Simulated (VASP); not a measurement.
Set up this calculation in VASP 6.6.1, as the native input.

| Quantity | Value |
| --- | --- |
| Task | relaxation of cell and atoms |
| Functional | PBE |
| Potentials or basis | VASP PAW PBE potentials, release 64 (C) |
| Cutoff | 600 eV |
| k mesh | 14 × 14 × 42 |
| Occupations | gaussian, width 0.1 eV |
| Spin | no spin polarisation |
| Dipole correction | no |
| Further INCAR settings | ALGO = Normal; EDIFF = 1e-06; IBRION = 2; EDIFFG = -0.01; NSW = 100; ISIF = 3 |

The structure of C lies in POSCAR:

```
C
1.0
    4.2485901249      0.0000000000      0.0000000000
    0.0000000000      4.2485901249      0.0000000000
    0.0000000000      0.0000000000      1.2822761482
C
1
Direct
    0.5000000000      0.5000000000      0.0000000000
```

The cell was generated, and may not be a known phase.

The input as run:

INCAR

```
PREC = Accurate ; ENCUT = 600
EDIFF = 1E-6 ; ISMEAR = 0
SIGMA = 0.1 ; LREAL = False
LASPH = True ; NELM = 80
ALGO = Normal ; ISIF = 3
LWAVE = False ; LCHARG = False
GGA = PE ; IBRION = 2
NSW = 100 ; EDIFFG = -0.01
```

KPOINTS

```
regular mesh
0
Gamma
  14 14 42
```

Potentials or basis: VASP PAW PBE potentials, release 64 (C).

Command:

```bash
$ cat potpaw_PBE.64/C/POTCAR > POTCAR
$ mpirun -np 1 vasp_std > vasp.out
```

Results of the run:

| Quantity | Value |
| --- | --- |
| Relaxed volume | 21.29 Å³/atom |
| Relaxed cell | a = 4.076 Å, b = 4.076 Å, c = 1.281 Å, α = 90.00°, β = 90.00°, γ = 90.00° |
| Space group after relaxing (to 0.1 Å) | P4/mmm (No. 123) |
| Energy gained by relaxing | 0.5 meV/atom |
| Ionic steps | 28 |
| Pressure after relaxing | 0.0 GPa |
| Band gap on the k mesh | zero (bands 2 and 3 overlap by 14.71 eV) |

It took 18 min on 1 thread of Intel Xeon 8259CL (shared host), peak memory 0.24 GiB.
